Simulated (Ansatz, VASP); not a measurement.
**NbTe: VASP beside Ansatz**

Contents of INCAR:

```
SYSTEM = NbTe
  PREC = Accurate
  ENCUT = 520
  EDIFF = 1E-7
  ISMEAR = -1
  SIGMA = 0.05
  LREAL = .FALSE.
  LASPH = .TRUE.
  NELM = 100
  ALGO = Normal
  ISIF = 2
  LWAVE = .FALSE.
  LCHARG = .FALSE.
  GGA = PS
  NBANDS = 16
```

Contents of KPOINTS:

```
regular mesh
0
G
  8 8 7
  0 0 0
```

Contents of POSCAR:

```
NbTe
1.0
    3.7274981105      0.0000000000      0.0000000000
   -1.8637490552      3.2281080563      0.0000000000
    0.0000000000      0.0000000000      3.7186766865
Te Nb
1 1
Direct
    0.6666666667      0.3333333333      0.0000000000
    0.0000000000      0.0000000000      0.5000000000
```

The input input.yaml:

```yaml
crystal:
  lattice:
    - [3.7274981105, 0.0, 0.0]
    - [-1.8637490552, 3.2281080563, 0.0]
    - [0.0, 0.0, 3.7186766865]
  atoms:
    - { symbol: Te, position: [0.6666666667, 0.3333333333, 0.0] }
    - { symbol: Nb, position: [0.0, 0.0, 0.5] }
kpoints:
  mp_grid: { grid: [8, 8, 7] }
scf:
  occupations: { method: fermi_dirac, width: 0.05 }
hamiltonian:
  xc: pbesol
  pseudopotentials: { kind: all_electron, lapw: { basis_error: 0.001 } }
output:
  forces: true
  stress: true
  eigenvalues: true
```

Change from the starting cell: volume scaled by 1.02.

Alike in both runs: task single point; functional PBEsol; k mesh 8 × 8 × 7; occupations fermi-dirac, width 0.05 eV; no spin polarisation.

```csv
,VASP,Ansatz
version,VASP 6.6.1,Ansatz 0.2.0
potentials or method,"VASP PAW PBE potentials, release 64 (Te, Nb_sv), cutoff 520 eV","all-electron LAPW, scalar-relativistic"
```

|  | VASP | Ansatz | Ansatz less VASP |
| --- | --- | --- | --- |
| gap on the k mesh at the Fermi level (eV) | none | none | - |
| pressure (GPa) | -7.4 | -7.3 | +0.08 |
| traceless stress, the component that is largest in VASP (GPa) | -0.44 | -0.42 | +0.016 |

VASP's potentials were made for PBE, not for PBEsol. A gap of «none» marks a metal or a gap that the smearing closes. Ansatz ran all-electron here, and VASP with PAW potentials.

Spin-orbit coupling is off throughout.
